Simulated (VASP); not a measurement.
A run of VASP 6.6.1 is set up as follows.

File INCAR:

```
PREC     = Accurate       # precision mode
ENCUT    = 500            # plane-wave cutoff, eV
EDIFF    = 1E-6           # SCF threshold, eV
ISMEAR   = 0              # smearing method
SIGMA    = 0.1            # smearing width, eV
LREAL    = False          # projectors in reciprocal space
LASPH    = True           # aspherical terms in the spheres
NELM     = 120            # most SCF steps
ALGO     = Normal         # electronic algorithm
ISIF     = 2              # what is computed and relaxed
LWAVE    = False          # write WAVECAR
LCHARG   = False          # write CHGCAR
GGA      = PE             # functional
NBANDS   = 20             # bands
GGA_COMPAT= False
```

KPOINTS

```
regular mesh
0
Gamma
  6 6 4
```

The input POSCAR:

```
SnSe2
1.0
    3.8762839969      0.0000000000      0.0000000000
   -1.9381419985      3.3569604136      0.0000000000
    0.0000000000      0.0000000000      6.7855485611
Sn Se
1 2
Direct
    0.0000000000      0.0000000000      0.0000000000
    0.3333333333      0.6666666667      0.2344250543
    0.6666666667      0.3333333333      0.7655749457
```

Potentials or basis: VASP PAW PBE potentials, release 64 (Sn_d, Se).

Launch:

```sh
$ cat potpaw_PBE.64/Sn_d/POTCAR potpaw_PBE.64/Se/POTCAR > POTCAR
$ mpirun -np 1 vasp_std > vasp.out
```

(1) Predict the pressure.

(2) Estimate the largest force.

(3) What does it give for the band gap on the k mesh?

## Answers

(1) 0.2 GPa.

(2) 0.021 eV/Å.

(3) 0.70 eV, indirect (least direct gap 1.11 eV).

Caveat: spin-orbit coupling is left out, which moves the levels of the heavy elements; this functional lacks dispersion, which binds the layers, so the pressure and a relaxed spacing across them are unreliable.
